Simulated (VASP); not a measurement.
# Zr (P6_3/mmc) in VASP: a series of runs

Aim: see how the results for Zr move with the level of theory and the settings. Levels: LDA, r2SCAN. Tasks: single point.

Everything below comes from runs of VASP 6.6.1. Logs are shortened: lines on timing, memory, paths and dates and some standing lists are left out, and cuts for length are marked.

## 1. The cell of the first run

The structure is hexagonal, space group P6_3/mmc (No. 194). The conventional cell has a = 3.253 Å, b = 3.253 Å, c = 5.181 Å, α = 90.00°, β = 90.00°, γ = 120.00°. Zr (site symmetry -6m2) has 12 Zr at 3.20 to 3.25 Å within 4.2 Å.

## 2. Single point, LDA

The input, INCAR:

```
SYSTEM = Zr
ALGO = Normal ; EDIFF = 1E-7
ENCUT = 520 ; GGA = CA
ISIF = 2 ; ISMEAR = -1
LASPH = .True. ; LCHARG = .False.
LREAL = .False. ; LWAVE = .False.
NBANDS = 19 ; NELM = 60
PREC = Accurate ; SIGMA = 0.05
```

The input, KPOINTS:

```
k-points
0
Gamma
  9 9 5
  0 0 0
```

The input, POSCAR:

```
Zr
1.0
    3.2534045973      0.0000000000      0.0000000000
   -1.6267022986      2.8175310300      0.0000000000
    0.0000000000      0.0000000000      5.1810870861
Zr
2
Direct
    0.6666666667      0.3333333333      0.7500000000
    0.3333333333      0.6666666667      0.2500000000
```

Potentials or basis: VASP PAW LDA potentials, release 64 (Zr_sv).

Run with:

```bash
cat potpaw_LDA.64/Zr_sv/POTCAR > POTCAR
mpirun -np 1 vasp_std > vasp.out
```

OUTCAR:

```text
SYSTEM = Zr
   EDIFF = 1E-7
   ENCUT = 520
   GGA = CA
   ISIF = 2
   ISMEAR = -1
   LASPH = .True.
   LREAL = .False.
   NELM = 60
   PREC = Accurate

 ion  position               nearest neighbor table
   1  0.667  0.333  0.750-   2 3.20   2 3.20   2 3.20   2 3.20   2 3.20   2 3.20
   2  0.333  0.667  0.250-   1 3.20   1 3.20   1 3.20   1 3.20   1 3.20   1 3.20

  LATTYP: Found a hexagonal cell.
 ALAT       =     3.2534045973
 C/A-ratio  =     1.5925123762

  Lattice vectors:

 A1 = (   3.2534045973,   0.0000000000,   0.0000000000)
 A2 = (  -1.6267022986,   2.8175310300,   0.0000000000)
 A3 = (   0.0000000000,   0.0000000000,   5.1810870861)

Analysis of symmetry for initial positions (statically):
=====================================================================
 Subroutine PRICEL returns:
 Original cell was already a primitive cell.

 Routine SETGRP: Setting up the symmetry group for a
 hexagonal supercell.

 Subroutine GETGRP returns: Found 24 space group operations
 (whereof 12 operations were pure point group operations)
 out of a pool of 24 trial point group operations.

The static configuration has the point symmetry D_3d.
 The point group associated with its full space group is D_6h.

Analysis of symmetry for dynamics (positions and initial velocities):
=====================================================================
 Subroutine PRICEL returns:
 Original cell was already a primitive cell.

 Routine SETGRP: Setting up the symmetry group for a
 hexagonal supercell.

 Subroutine GETGRP returns: Found 24 space group operations
 (whereof 12 operations were pure point group operations)
 out of a pool of 24 trial point group operations.

The dynamic configuration has the point symmetry D_3d.
 The point group associated with its full space group is D_6h.

 Subroutine INISYM returns: Found 24 space group operations
 (whereof 12 operations are pure point group operations),
 and found     1 'primitive' translations

----------------------------------------------------------------------------------------

                                     Primitive cell

  volume of cell :      47.4928

  direct lattice vectors                    reciprocal lattice vectors
     3.253404597  0.000000000  0.000000000     0.307370316  0.177460335  0.000000000
    -1.626702299  2.817531030  0.000000000     0.000000000  0.354920670  0.000000000
     0.000000000  0.000000000  5.181087086     0.000000000  0.000000000  0.193009688

[... 74 lines left out ...]
   PREC   = accura    normal or accurate (medium, high low for compatibility)
   ISTART =      0    job   : 0-new  1-cont  2-samecut
   ICHARG =      2    charge: 1-file 2-atom 10-const
   ISPIN  =      1    spin polarized calculation?
   LNONCOLLINEAR =      F non collinear calculations
   LSORBIT =      F    spin-orbit coupling
   LASPH  =      T    aspherical Exc in radial PAW
   ENCUT  =  520.0 eV  38.22 Ry    6.18 a.u.   6.05  6.05  9.63*2*pi/ulx,y,z
   NELM   =     60;   NELMIN=  2; NELMDL= -5     # of ELM steps
   EDIFF  = 0.1E-06   stopping-criterion for ELM
   LREAL  =      F    real-space projection
   EDIFFG = 0.1E-05   stopping-criterion for IOM
   NSW    =      0    number of steps for IOM
   IBRION =     -1    ionic relax: 0-MD 1-quasi-New 2-CG
   NFREE  =      0    steps in history (QN), initial steepest desc. (CG)
   ISIF   =      2    stress and relaxation
   ISYM   =      2    0-nonsym 1-usesym 2-fastsym
   POTIM  = 0.5000    time-step for ionic-motion
   TEBEG  =    0.0;   TEEND  =   0.0 temperature during run
   PSTRESS=    0.0 pullay stress
   NELECT =      24.0000    total number of electrons
   NUPDOWN=      -1.0000    fix difference up-down
   EMIN   =  10.00;   EMAX   =-10.00  energy-range for DOS
   EFERMI =   0.00;   METHOD = LEGACY
   ISMEAR =    -1;   SIGMA  =   0.05  broadening in eV -4-tet -1-fermi 0-gaus
   EFERMI_NEDOS =   21; number of points for ismear=-14 and -15
   IALGO  =     38    algorithm
   IMIX   =      4    mixing-type and parameters
     AMIX     =   0.40;   BMIX     =  1.00
     AMIX_MAG =   1.60;   BMIX_MAG =  1.00
  volume/ion in A,a.u.               =      23.75       160.25
  Fermi-wavevector in a.u.,A,eV,Ry     =   1.303975  2.464156 23.134686  1.700351
  Thomas-Fermi vector in A             =   2.434942
   LORBIT       =      0    0 simple, 1 ext, 2 COOP (PROOUT), +10 PAW based schemes
   GGA     = CA    functional components
   LHFCALC =     F    Hartree Fock is set to
   AEXX    =    0.0000 exact exchange contribution
   IVDW    =     0    specifies the selected vdW correction
   LEPSILON=     F    determine dielectric tensor
   LRPA    =     F    only Hartree local field effects (RPA)
 non-spin polarized calculation
  energy-cutoff  :      520.00
  volume of cell :       47.49
 maximum number of plane-waves:      1302
   NGX = 13   NGY = 13   NGZ = 19

 number of electron      24.0000001 magnetization

 Free energy of the ion-electron system (eV)
  ---------------------------------------------------
  ext. energy  EPLUGINS =         0.00000000
  ---------------------------------------------------
  free energy    TOTEN  =       -18.50006522 eV

  energy without entropy =      -18.48265214  energy(sigma->0) =      -18.49135868

 E-fermi :   8.5821     XC(G=0): -11.2056

 val. band max:        8.5701950960   @ k =   0.3333   0.3333   0.4000
 cond. band min:       8.6040751040   @ k =   0.0000   0.0000   0.4000
 fundamental gap:      0.0338800080
 Fermi energy:         8.5820513886

 k-point     1 :       0.0000    0.0000    0.0000
  band No.  band energies     occupation
      1     -40.0271      2.00000
      2     -39.8809      2.00000
      3     -18.6708      2.00000
      4     -17.8380      2.00000
      5     -17.8380      2.00000
      6     -17.7081      2.00000
[... 505 lines left out ...]
      6     -18.0969      2.00000
[... 11 lines left out ...]
     18      12.8598      0.00000
     19      15.0936      0.00000

 [... further k-points ...]
[... 5 lines left out ...]
  --------------------------------------------------------------------------------------
  -------------------------------------------------------------------------------------
  Total       -2.3275204     -2.3275204     -2.1126143     -0.0000000      0.0000000     -0.0000000
  in kB      -78.5192977    -78.5192977    -71.2694015     -0.0000000      0.0000000     -0.0000000
  external PRESSURE =     -76.1026656 kB  Pullay stress =       0.0000000 kB

 VOLUME and BASIS-vectors are now :
 -----------------------------------------------------------------------------
  energy-cutoff  :      520.00
  volume of cell :       47.49
      direct lattice vectors                 reciprocal lattice vectors
     3.253404597  0.000000000  0.000000000     0.307370316  0.177460335  0.000000000
    -1.626702299  2.817531030  0.000000000     0.000000000  0.354920670  0.000000000
     0.000000000  0.000000000  5.181087086     0.000000000  0.000000000  0.193009688

 POSITION                                       TOTAL-FORCE (eV/Angst)
 -----------------------------------------------------------------------------------
      1.62670      0.93918      3.88582         0.000000     -0.000000      0.000000
     -0.00000      1.87835      1.29527        -0.000000      0.000000      0.000000
 -----------------------------------------------------------------------------------
    total drift:                               -0.000000      0.000000     -0.000000

  FREE ENERGIE OF THE ION-ELECTRON SYSTEM (eV)
  ---------------------------------------------------
  free  energy   TOTEN  =       -18.5000652169 eV

  energy  without entropy=      -18.4826521386  energy(sigma->0) =      -18.49135868
```

It took 8 s on 1 thread of Intel Xeon 6975P-C (Granite Rapids), shared host; peak memory 0.15 GiB.

Results:

```
Free energy            : -18.5001 eV
Pressure               : -7.6 GPa
Band gap on the k mesh : zero (band 12 reaches 9.40 eV, above the bottom of band 13 at 8.33 eV)
```

Stress tensor (GPa, compression positive):
```
-7.85  0.00  0.00
 0.00 -7.85  0.00
 0.00  0.00 -7.13
```

## 3. Single point, LDA

This run uses another cell than the first one, of 24.21 Å³/atom, 1.020 times its volume.

The input, INCAR:

```
SYSTEM = Zr
ALGO     = Normal         ! electronic algorithm
EDIFF    = 1E-6           ! SCF threshold, eV
ENCUT    = 520            ! plane-wave cutoff, eV
GGA      = CA             ! functional
ISIF     = 2              ! what is computed and relaxed
ISMEAR   = -1             ! smearing method
LASPH    = .TRUE.         ! aspherical terms in the spheres
LCHARG   = .FALSE.        ! write CHGCAR
LREAL    = .FALSE.        ! projectors in reciprocal space
LWAVE    = .FALSE.        ! write WAVECAR
NBANDS   = 19             ! bands
NELM     = 80             ! most SCF steps
PREC     = Accurate       ! precision mode
SIGMA    = 0.05           ! smearing width, eV
```

The input, KPOINTS:

```
k-points
0
G
  9 9 5
  0 0 0
```

The input, POSCAR:

```
Zr
1.0
    3.2745311931      0.0000000000      0.0000000000
   -1.6372655966      2.8358271987      0.0000000000
    0.0000000000      0.0000000000      5.2147314515
Zr
2
Direct
    0.6666666667      0.3333333333      0.7500000000
    0.3333333333      0.6666666667      0.2500000000
```

Potentials or basis: VASP PAW LDA potentials, release 64 (Zr_sv).

Run with:

```bash
cat potpaw_LDA.64/Zr_sv/POTCAR > POTCAR
mpirun -np 1 vasp_std > vasp.out
```

Wall time 8.3 s (1 thread of Intel Xeon 6975P-C (Granite Rapids), shared host); peak memory 0.15 GiB.

Results (log left out):

| Property | Result |
| --- | --- |
| Free energy | -18.4518 eV |
| Pressure | -9.1 GPa |
| Band gap on the k mesh | zero (band 12 reaches 9.18 eV, above the bottom of band 13 at 8.11 eV) |

Stress tensor (GPa, compression positive):
```
-9.27  0.00  0.00
 0.00 -9.27  0.00
 0.00  0.00 -8.71
```

Levels at points of the mesh, in eV from the Fermi level:
| k point | band 10 | band 11 | band 12 | band 13 | band 14 | band 15 |
| --- | --- | --- | --- | --- | --- | --- |
| (0.00, 0.00, 0.00) | -2.94 | 0.81 | 0.81 | 0.96 | 1.11 | 1.46 |

## 4. Single point, LDA

This run uses another cell than the first one, of 24.68 Å³/atom, 1.039 times its volume.

The input, INCAR:

```
PREC = Accurate ; ENCUT = 520
EDIFF = 1E-6 ; ISMEAR = -1
SIGMA = 0.05 ; LREAL = F
LASPH = T ; NELM = 60
ALGO = Normal ; ISIF = 2
LWAVE = F ; LCHARG = F
NBANDS = 19
```

The input, KPOINTS:

```
Automatic mesh
0
Gamma
  9 9 5
```

The input, POSCAR:

```
Zr
1.0
    3.2953886421      0.0000000000      0.0000000000
   -1.6476943210      2.8538902793      0.0000000000
    0.0000000000      0.0000000000      5.2479471970
Zr
2
Direct
    0.6666666667      0.3333333333      0.7500000000
    0.3333333333      0.6666666667      0.2500000000
```

Run with:

```bash
cat potpaw_LDA.64/Zr_sv/POTCAR > POTCAR
mpirun -np 1 vasp_std > vasp.out
```

It took 12 s on 1 thread of Intel Xeon 6975P-C (Granite Rapids), shared host; peak memory 0.16 GiB.

It converged, with:

```
Free energy            : -18.3954 eV
Pressure               : -10.4 GPa
Band gap on the k mesh : zero (band 12 reaches 8.97 eV, above the bottom of band 13 at 7.90 eV)
```

Stress tensor (GPa, compression positive):
```
-10.57   0.00   0.00
  0.00 -10.57   0.00
  0.00   0.00 -10.15
```

Levels at points of the mesh, in eV from the Fermi level:
| k point | band 9 | band 10 | band 11 | band 12 | band 13 | band 14 | band 15 | band 16 |
| --- | --- | --- | --- | --- | --- | --- | --- | --- |
| (0.00, 0.00, 0.00) | -5.53 | -2.89 | 0.81 | 0.81 | 0.95 | 1.04 | 1.44 | 1.44 |

## 5. Single point, r2SCAN

This run uses another cell than the first one, of 21.88 Å³/atom, 0.922 times its volume.

The input, POSCAR:

```
Zr
1.0
    3.1660223034      0.0000000000      0.0000000000
   -1.5830111517      2.7418557436      0.0000000000
    0.0000000000      0.0000000000      5.0419297016
Zr
2
Direct
    0.6666666667      0.3333333333      0.7500000000
    0.3333333333      0.6666666667      0.2500000000
```

The input, INCAR.step1:

```
PREC     = Accurate       # precision mode
ENCUT    = 520            # plane-wave cutoff, eV
ISMEAR   = -1             # smearing method
SIGMA    = 0.05           # smearing width, eV
LREAL    = False          # projectors in reciprocal space
LASPH    = True           # aspherical terms in the spheres
NELM     = 60             # most SCF steps
NBANDS   = 19             # bands
GGA      = PE             # functional
ALGO     = Normal         # electronic algorithm
EDIFF    = 1E-4           # SCF threshold, eV
LWAVE    = True           # write WAVECAR
LCHARG   = False          # write CHGCAR
```

The input, INCAR.step2:

```
PREC     = Accurate       # precision mode
ENCUT    = 520            # plane-wave cutoff, eV
EDIFF    = 1E-6           # SCF threshold, eV
ISMEAR   = -1             # smearing method
SIGMA    = 0.05           # smearing width, eV
LREAL    = False          # projectors in reciprocal space
LASPH    = True           # aspherical terms in the spheres
NELM     = 60             # most SCF steps
ALGO     = Normal         # electronic algorithm
ISIF     = 2              # what is computed and relaxed
LWAVE    = False          # write WAVECAR
LCHARG   = False          # write CHGCAR
METAGGA  = R2SCAN         # meta-GGA
LMIXTAU  = True         
NBANDS   = 19             # bands
ISTART   = 1
```

The input, KPOINTS:

```
regular mesh
0
Gamma
  9 9 5
```

Potentials or basis: VASP PAW PBE potentials, release 64 (Zr_sv).

Run with:

```bash
cat potpaw_PBE.64/Zr_sv/POTCAR > POTCAR
cp INCAR.step1 INCAR
mpirun -np 1 vasp_std > vasp.out
cp INCAR.step2 INCAR
mpirun -np 1 vasp_std > vasp.out
```

Wall time 35 s (1 thread of Intel Xeon 6975P-C (Granite Rapids), shared host); peak memory 0.17 GiB.

It converged, with:

- Free energy: -45.4406 eV
- Pressure: 7.6 GPa
- Band gap on the k mesh: zero (band 12 reaches 10.73 eV, above the bottom of band 13 at 9.45 eV)

Stress tensor (GPa, compression positive):
```
7.40 0.00 0.00
0.00 7.40 0.00
0.00 0.00 8.14
```

Levels at points of the mesh, in eV from the Fermi level:
```csv
k point,band 10,band 11,band 12,band 13,band 14,band 15
"(0.00, 0.00, 0.00)",-3.40,0.96,0.96,1.15,1.29,1.77
```

Caveat: the PAW data sets were made with another functional, which shifts forces and pressure a little.

## 6. Single point, r2SCAN

This run uses another cell than the first one, of 22.35 Å³/atom, 0.941 times its volume.

The input, POSCAR:

```
Zr
1.0
    3.1883189697      0.0000000000      0.0000000000
   -1.5941594848      2.7611652231      0.0000000000
    0.0000000000      0.0000000000      5.0774374186
Zr
2
Direct
    0.6666666667      0.3333333333      0.7500000000
    0.3333333333      0.6666666667      0.2500000000
```

The input, INCAR.step1:

```
  ALGO = Normal
  EDIFF = 1E-4
  ENCUT = 520
  GGA = PE
  ISMEAR = -1
  LASPH = T
  LCHARG = F
  LREAL = F
  LWAVE = T
  NBANDS = 19
  NELM = 100
  PREC = Accurate
  SIGMA = 0.05
```

The input, INCAR.step2:

```
  ALGO = Normal
  EDIFF = 1E-6
  ENCUT = 520
  ISIF = 2
  ISMEAR = -1
  ISTART = 1
  LASPH = T
  LCHARG = F
  LMIXTAU = T
  LREAL = F
  LWAVE = F
  METAGGA = R2SCAN
  NBANDS = 19
  NELM = 100
  PREC = Accurate
  SIGMA = 0.05
```

The input, KPOINTS:

```
k-points
0
Gamma
  9 9 5
```

Potentials or basis: VASP PAW PBE potentials, release 64 (Zr_sv).

Run with:

```bash
cat potpaw_PBE.64/Zr_sv/POTCAR > POTCAR
cp INCAR.step1 INCAR
mpirun -np 1 vasp_std > vasp.out
cp INCAR.step2 INCAR
mpirun -np 1 vasp_std > vasp.out
```

Run time: 33 s. Hardware: 1 thread of Intel Xeon 6975P-C (Granite Rapids), shared host; peak memory 0.17 GiB.

Results (log left out):

| Item | Value |
| --- | --- |
| Free energy | -45.4780 eV |
| Pressure | 5.2 GPa |
| Band gap on the k mesh | zero (band 12 reaches 10.49 eV, above the bottom of band 13 at 9.19 eV) |

Stress tensor (GPa, compression positive):
```
5.01 0.00 0.00
0.00 5.01 0.00
0.00 0.00 5.57
```

Levels at points of the mesh, in eV from the Fermi level:
| k point | band 10 | band 11 | band 12 | band 13 | band 14 | band 15 |
| --- | --- | --- | --- | --- | --- | --- |
| (0.00, 0.00, 0.00) | -3.34 | 0.96 | 0.96 | 1.14 | 1.19 | 1.75 |

Caveat: the PAW data sets were made with another functional, which shifts forces and pressure a little.

## 7. Summary

| level | potentials or basis | cell | gap on the mesh (eV) | pressure (GPa) |
| --- | --- | --- | --- | --- |
| LDA | VASP PAW LDA potentials, release 64 (Zr_sv) | a = 3.253, b = 3.253, c = 5.181 Å, angles 90.0, 90.0, 120.0°, 2 atoms | none | -7.6 |
| LDA | VASP PAW LDA potentials, release 64 (Zr_sv) | a = 3.275, b = 3.275, c = 5.215 Å, angles 90.0, 90.0, 120.0°, 2 atoms | none | -9.1 |
| LDA | VASP PAW LDA potentials, release 64 (Zr_sv) | a = 3.295, b = 3.295, c = 5.248 Å, angles 90.0, 90.0, 120.0°, 2 atoms | none | -10.4 |
| r2SCAN | VASP PAW PBE potentials, release 64 (Zr_sv) | a = 3.166, b = 3.166, c = 5.042 Å, angles 90.0, 90.0, 120.0°, 2 atoms | none | 7.6 |
| r2SCAN | VASP PAW PBE potentials, release 64 (Zr_sv) | a = 3.188, b = 3.188, c = 5.077 Å, angles 90.0, 90.0, 120.0°, 2 atoms | none | 5.2 |

Alike in all rows: task single point; no spin polarisation; k mesh 9 × 9 × 5; cutoff (eV) 520; smearing fermi-dirac 0.05 eV.

Caveats: the PAW data sets were made with another functional, which shifts forces and pressure a little (some runs).

Absolute energies hang on the potentials; compare differences alone.
